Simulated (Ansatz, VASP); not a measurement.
**Nb: VASP beside Ansatz**

Contents of INCAR:

```
PREC = Accurate
ENCUT = 520
EDIFF = 1E-7
ISMEAR = -1
SIGMA = 0.08
LREAL = F
LASPH = T
NELM = 100
ALGO = Normal
ISIF = 2
LWAVE = F
LCHARG = T
GGA = PS
LELF = T
LVHAR = T
NBANDS = 12
```

File KPOINTS:

```
Automatic mesh
0
Gamma
  13 13 13
```

Contents of POSCAR:

```
Nb
1.0
    0.0000000000      2.1361500000      2.1150000000
    2.1361500000      0.0000000000      2.1150000000
    2.1361500000      2.1361500000      0.0000000000
Nb
1
Direct
    0.0000000000      0.0000000000      0.0000000000
```

Input for Ansatz:

```yaml
crystal:
  lattice:
    - [0.0, 2.13615, 2.115]
    - [2.13615, 0.0, 2.115]
    - [2.13615, 2.13615, 0.0]
  atoms:
    - { symbol: Nb, position: [0.0, 0.0, 0.0] }
kpoints:
  mp_grid: { grid: [13, 13, 13] }
  band_path:
    path:
      - [0.0, 0.0, 0.0]
      - [0.0, 0.5, 0.5]
      - [0.25, 0.75, 0.5]
      - [0.0, 0.5, 0.0]
      - [0.0, 0.0, 0.0]
      - [0.5, 0.5, 0.0]
      - [0.3775125, 0.6224875, 0.0]
      - [-0.3775125, 0.3775125, 0.0]
      - [0.0, 0.0, 0.0]
    npoints: 5
scf:
  occupations: { method: fermi_dirac, width: 0.08 }
hamiltonian:
  xc: pbesol
  pseudopotentials: { kind: all_electron, lapw: { basis_error: 0.00025 } }
output:
  forces: true
  stress: true
  eigenvalues: true
```

Change from the starting cell: equal xx and yy strain of +1 %.

Alike in both runs: task single point; functional PBEsol; k mesh 13 × 13 × 13; occupations fermi-dirac, width 0.08 eV; no spin polarisation.

```csv
,VASP,Ansatz
version,VASP 6.6.1,Ansatz 0.2.0
potentials or method,"VASP PAW PBE potentials, release 64 (Nb_sv), cutoff 520 eV","all-electron LAPW, scalar-relativistic"
```

Ansatz gave:

```
pressure (GPa)                                                : -9.6
traceless stress, the component that is largest in VASP (GPa) : -1.63
```

Question: Which values does VASP return?

Answer: Pressure (GPa): -9.8; traceless stress, the component that is largest in VASP (GPa): -1.62.

VASP's potentials were made for PBE, not for PBEsol. Ansatz ran all-electron here, and VASP with PAW potentials.
